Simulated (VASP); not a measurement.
# In3O (Pm-3m) in VASP: further runs, part 2 of 2

VASP 6.6.1.

**3. Relaxation of cell and atoms, PBE**

This run uses another cell than the first one, of 19.60 Å³/atom, 0.886 times its volume.

The input, INCAR:

```
PREC = Accurate
ENCUT = 600
EDIFF = 1E-6
ISMEAR = 0
SIGMA = 0.1
LREAL = False
LASPH = True
NELM = 80
ALGO = Normal
ISIF = 3
LWAVE = False
LCHARG = False
GGA = PE
IBRION = 2
NSW = 90
EDIFFG = -0.04
```

The input, KPOINTS:

```
Automatic mesh
0
Gamma
  4 4 4
```

The input, POSCAR:

```
In3O
1.0
    4.2797458546      0.0000000000      0.0000000000
    0.0000000000      4.2797458546      0.0000000000
    0.0000000000      0.0000000000      4.2797458546
In O
3 1
Direct
    0.0000000000      0.5000000000      0.5000000000
    0.5000000000      0.0000000000      0.5000000000
    0.5000000000      0.5000000000      0.0000000000
    0.0000000000      0.0000000000      0.0000000000
```

Potentials or basis: VASP PAW PBE potentials, release 64 (In_d, O).

Launch:

```sh
$ cat potpaw_PBE.64/In_d/POTCAR potpaw_PBE.64/O/POTCAR > POTCAR
$ mpirun -np 1 vasp_std > vasp.out
```

OUTCAR:

```text
PREC = Accurate
   ENCUT = 600
   EDIFF = 1E-6
   ISMEAR = 0
   LREAL = False
   LASPH = True
   NELM = 80
   ISIF = 3
   GGA = PE
   IBRION = 2
   NSW = 90
   EDIFFG = -0.04

 ion  position               nearest neighbor table
   1  0.000  0.500  0.500-   2 3.03   3 3.03   3 3.03   2 3.03   2 3.03   3 3.03   3 3.03   2 3.03

   2  0.500  0.000  0.500-   1 3.03   3 3.03   3 3.03   1 3.03   3 3.03   3 3.03   1 3.03   1 3.03

   3  0.500  0.500  0.000-   1 3.03   2 3.03   1 3.03   2 3.03   2 3.03   2 3.03   1 3.03   1 3.03

   4  0.000  0.000  0.000-

  LATTYP: Found a simple cubic cell.
 ALAT       =     4.2797458546

  Lattice vectors:

 A1 = (   4.2797458546,   0.0000000000,   0.0000000000)
 A2 = (   0.0000000000,   4.2797458546,   0.0000000000)
 A3 = (   0.0000000000,   0.0000000000,   4.2797458546)

Analysis of symmetry for initial positions (statically):
=====================================================================
 Subroutine PRICEL returns:
 Original cell was already a primitive cell.

 Routine SETGRP: Setting up the symmetry group for a
 simple cubic supercell.

 Subroutine GETGRP returns: Found 48 space group operations
 (whereof 48 operations were pure point group operations)
 out of a pool of 48 trial point group operations.

The static configuration has the point symmetry O_h .

Analysis of symmetry for dynamics (positions and initial velocities):
=====================================================================
 Subroutine PRICEL returns:
 Original cell was already a primitive cell.

 Routine SETGRP: Setting up the symmetry group for a
 simple cubic supercell.

 Subroutine GETGRP returns: Found 48 space group operations
 (whereof 48 operations were pure point group operations)
 out of a pool of 48 trial point group operations.

The dynamic configuration has the point symmetry O_h .

 Subroutine INISYM returns: Found 48 space group operations
 (whereof 48 operations are pure point group operations),
 and found     1 'primitive' translations

----------------------------------------------------------------------------------------

                                     Primitive cell

  volume of cell :      78.3888

  direct lattice vectors                    reciprocal lattice vectors
     4.279745855  0.000000000  0.000000000     0.233658734  0.000000000  0.000000000
     0.000000000  4.279745855  0.000000000     0.000000000  0.233658734  0.000000000
     0.000000000  0.000000000  4.279745855     0.000000000  0.000000000  0.233658734

  length of vectors
     4.279745855  4.279745855  4.279745855     0.233658734  0.233658734  0.233658734

  position of ions in fractional coordinates (direct lattice)
     0.000000000  0.500000000  0.500000000
     0.500000000  0.000000000  0.500000000
     0.500000000  0.500000000  0.000000000
     0.000000000  0.000000000  0.000000000

  ion indices of the primitive-cell ions
   primitive index   ion index
                 1           1
                 2           2
                 3           3
                 4           4

----------------------------------------------------------------------------------------

 KPOINTS: Automatic mesh

Automatic generation of k-mesh.
 Grid dimensions read from file:
 generate k-points for:    4    4    4

 Generating k-lattice:

  Cartesian coordinates                     Fractional coordinates (reciprocal lattice)
     0.058414684  0.000000000  0.000000000     0.250000000  0.000000000  0.000000000
     0.000000000  0.058414684  0.000000000     0.000000000  0.250000000  0.000000000
     0.000000000  0.000000000  0.058414684     0.000000000  0.000000000  0.250000000

  Length of vectors
     0.058414684  0.058414684  0.058414684

  Shift w.r.t. Gamma in fractional coordinates (k-lattice)
     0.000000000  0.000000000  0.000000000

 Subroutine IBZKPT returns following result:
 ===========================================

 Found     10 irreducible k-points:

 Following reciprocal coordinates:
            Coordinates               Weight
  0.000000  0.000000  0.000000      1.000000
  0.250000  0.000000  0.000000      6.000000
  0.500000  0.000000  0.000000      3.000000
  0.250000  0.250000  0.000000     12.000000
  0.500000  0.250000  0.000000     12.000000
  0.500000  0.500000  0.000000      3.000000
  0.250000  0.250000  0.250000      8.000000
  0.500000  0.250000  0.250000     12.000000
  0.500000  0.500000  0.250000      6.000000
  0.500000  0.500000  0.500000      1.000000
   k-points           NKPTS =     10   k-points in BZ     NKDIM =     10   number of bands    NBANDS=     27
   number of dos      NEDOS =    301   number of ions     NIONS =      4
   total plane-waves  NPLWV =  46656
   dimension x,y,z NGX =    36 NGY =   36 NGZ =   36
   dimension x,y,z NGXF=    72 NGYF=   72 NGZF=   72
   ions per type =               3   1
   NGX,Y,Z   is equivalent  to a cutoff of  13.98, 13.98, 13.98 a.u.
   NGXF,Y,Z  is equivalent  to a cutoff of  27.97, 27.97, 27.97 a.u.
 SYSTEM =  unknown system
   PREC   = accura    normal or accurate (medium, high low for compatibility)
   ISTART =      0    job   : 0-new  1-cont  2-samecut
   ICHARG =      2    charge: 1-file 2-atom 10-const
   ISPIN  =      1    spin polarized calculation?
   LNONCOLLINEAR =      F non collinear calculations
   LSORBIT =      F    spin-orbit coupling
   LASPH  =      T    aspherical Exc in radial PAW
   ENCUT  =  600.0 eV  44.10 Ry    6.64 a.u.   8.55  8.55  8.55*2*pi/ulx,y,z
   NELM   =     80;   NELMIN=  2; NELMDL= -5     # of ELM steps
   EDIFF  = 0.1E-05   stopping-criterion for ELM
   LREAL  =      F    real-space projection
   EDIFFG = -.4E-01   stopping-criterion for IOM
   NSW    =     90    number of steps for IOM
   IBRION =      2    ionic relax: 0-MD 1-quasi-New 2-CG
   NFREE  =      1    steps in history (QN), initial steepest desc. (CG)
   ISIF   =      3    stress and relaxation
   ISYM   =      2    0-nonsym 1-usesym 2-fastsym
   POTIM  = 0.5000    time-step for ionic-motion
   TEBEG  =    0.0;   TEEND  =   0.0 temperature during run
   PSTRESS=    0.0 pullay stress
   NELECT =      45.0000    total number of electrons
   NUPDOWN=      -1.0000    fix difference up-down
   EMIN   =  10.00;   EMAX   =-10.00  energy-range for DOS
   EFERMI =   0.00;   METHOD = LEGACY
   ISMEAR =     0;   SIGMA  =   0.10  broadening in eV -4-tet -1-fermi 0-gaus
   EFERMI_NEDOS =   21; number of points for ismear=-14 and -15
   IALGO  =     38    algorithm
   IMIX   =      4    mixing-type and parameters
     AMIX     =   0.40;   BMIX     =  1.00
     AMIX_MAG =   1.60;   BMIX_MAG =  1.00
  volume/ion in A,a.u.               =      19.60       132.25
  Fermi-wavevector in a.u.,A,eV,Ry     =   1.360591  2.571145 25.187223  1.851209
  Thomas-Fermi vector in A             =   2.487240
   LORBIT       =      0    0 simple, 1 ext, 2 COOP (PROOUT), +10 PAW based schemes
   GGA     = PE    functional components
   LHFCALC =     F    Hartree Fock is set to
   AEXX    =    0.0000 exact exchange contribution
   IVDW    =     0    specifies the selected vdW correction
   LEPSILON=     F    determine dielectric tensor
   LRPA    =     F    only Hartree local field effects (RPA)
 conjugate gradient relaxation of ions
 non-spin polarized calculation
 Gauss-broadening in eV      SIGMA  =   0.10
  energy-cutoff  :      600.00
  volume of cell :       78.39
 maximum number of plane-waves:      2657
 NGX is ok and might be reduce to    36
   NGX = 17   NGY = 17   NGZ = 17

--------------------------------------- Ionic step        1  -------------------------------------------

 number of electron      45.0000022 magnetization

 Free energy of the ion-electron system (eV)
  ---------------------------------------------------
  ext. energy  EPLUGINS =         0.00000000
  ---------------------------------------------------
  free energy    TOTEN  =       -12.27488815 eV

  energy without entropy =      -12.26526322  energy(sigma->0) =      -12.27007568

------------------------ aborting loop because EDIFF is reached ----------------------------------------

  FORCE on cell =-STRESS in cart. coord.  units (eV):
  Direction    XX          YY          ZZ          XY          YZ          ZX
  --------------------------------------------------------------------------------------
  -------------------------------------------------------------------------------------
  Total        3.7031190      3.7031190      3.7031190     -0.0000000      0.0000000     -0.0000000
  in kB       75.6875270     75.6875270     75.6875270     -0.0000000      0.0000000     -0.0000000
  external PRESSURE =      75.6875270 kB  Pullay stress =       0.0000000 kB
[... 61 lines left out ...]
  energy  without entropy=      -12.4866848749  energy(sigma->0) =      -12.48981394

--------------------------------------- Ionic step        3  -------------------------------------------

 number of electron      45.0000006 magnetization

 Free energy of the ion-electron system (eV)
  ---------------------------------------------------
  ext. energy  EPLUGINS =         0.00000000
  ---------------------------------------------------
  free energy    TOTEN  =       -12.49427975 eV

  energy without entropy =      -12.48810287  energy(sigma->0) =      -12.49119131

 E-fermi :   6.8253     XC(G=0): -10.1964

 val. band max:        6.4900212155   @ k =   0.5000   0.2500   0.2500
 cond. band min:       6.8671827743   @ k =   0.5000   0.0000   0.0000
 fundamental gap:      0.3771615588
 Fermi energy:         6.8253186886

 k-point     1 :       0.0000    0.0000    0.0000
  band No.  band energies     occupation
      1      -9.5438      2.00000
      2      -8.4808      2.00000
      3      -8.4808      2.00000
      4      -8.4808      2.00000
      5      -8.4328      2.00000
      6      -8.2593      2.00000
[... 320 lines left out ...]
  FREE ENERGIE OF THE ION-ELECTRON SYSTEM (eV)
  ---------------------------------------------------
  free  energy   TOTEN  =       -12.4942797532 eV

  energy  without entropy=      -12.4881028748  energy(sigma->0) =      -12.49119131

 reached required accuracy - stopping structural energy minimisation
```

OSZICAR:

```text
N       E                     dE             d eps       ncg     rms          rms(c)
DAV:   1     0.428300892465E+03    0.42830E+03   -0.24001E+04   540   0.256E+03
DAV:   2     0.383758180668E+02   -0.38993E+03   -0.38359E+03   543   0.510E+02
DAV:   3    -0.125077882201E+02   -0.50884E+02   -0.48562E+02   697   0.187E+02
[... 31 lines left out ...]
DAV:   5    -0.124943145066E+02   -0.65761E-05   -0.12031E-03   588   0.200E-01    0.173E-01
DAV:   6    -0.124943222460E+02   -0.77394E-05   -0.89800E-05   646   0.458E-02    0.161E-01
DAV:   7    -0.124943511884E+02   -0.28942E-04   -0.42525E-04   676   0.108E-01    0.285E-01
DAV:   8    -0.124942794428E+02    0.71746E-04   -0.15022E-04   606   0.613E-02    0.111E-01
DAV:   9    -0.124942797532E+02   -0.31043E-06   -0.67467E-06   522   0.146E-02
   3 F= -.12494280E+02 E0= -.12491191E+02  d E =-.219392E+00
```

CONTCAR:

```text
In3O
   1.00000000000000
     4.4562907842283206   -0.0000000000000000   -0.0000000000000000
    -0.0000000000000000    4.4562907842283206   -0.0000000000000000
     0.0000000000000000    0.0000000000000000    4.4562907842283206
  In              O
     3     1
Direct
     0.0000000000000000    0.5000000000000000    0.5000000000000000
     0.5000000000000000    0.0000000000000000    0.5000000000000000
     0.5000000000000000    0.5000000000000000    0.0000000000000000
     0.0000000000000000    0.0000000000000000    0.0000000000000000

  0.00000000E+00  0.00000000E+00  0.00000000E+00
  0.00000000E+00  0.00000000E+00  0.00000000E+00
  0.00000000E+00  0.00000000E+00  0.00000000E+00
  0.00000000E+00  0.00000000E+00  0.00000000E+00
```

It took 62 s on 1 thread of Intel Xeon Platinum 8259CL at 2.50GHz (Skylake/Cascade Lake), shared host; peak memory 0.21 GiB.

What came out:

```
Free energy                            : -12.4943 eV
Relaxed volume                         : 22.12 Å³/atom
Relaxed cell                           : a = 4.456 Å, b = 4.456 Å, c = 4.456 Å, α = 90.00°, β = 90.00°, γ = 90.00°
Space group after relaxing (to 0.05 Å) : Pm-3m (No. 221)
Energy gained by relaxing              : 54.8 meV/atom
Ionic steps                            : 3
Pressure after relaxing                : -0.1 GPa
```

The path:
```tsv
step	energy change (eV)	largest force (eV/Å)	pressure (GPa)	volume (Å³)
1	0.0000	0.0000	7.57	78.39
2	-0.2181	0.0000	-0.47	89.37
3	-0.2194	0.0000	-0.13	88.50
```

Final structure:
```yaml
crystal:
  lattice:
    - [4.45629, 0.00000, 0.00000]
    - [0.00000, 4.45629, 0.00000]
    - [0.00000, 0.00000, 4.45629]
  atoms:
    - { symbol: In, position: [0.00000, 0.50000, 0.50000] }
    - { symbol: In, position: [0.50000, 0.00000, 0.50000] }
    - { symbol: In, position: [0.50000, 0.50000, 0.00000] }
    - { symbol: O, position: [0.00000, 0.00000, 0.00000] }
```

Caveat: the k points lie up to 0.35 Å⁻¹ apart in the final cell; spin-orbit coupling is left out, which moves the levels of the heavy elements; an odd number of electrons without spin polarisation forces a metal; a magnetic or distorted state may lie lower.
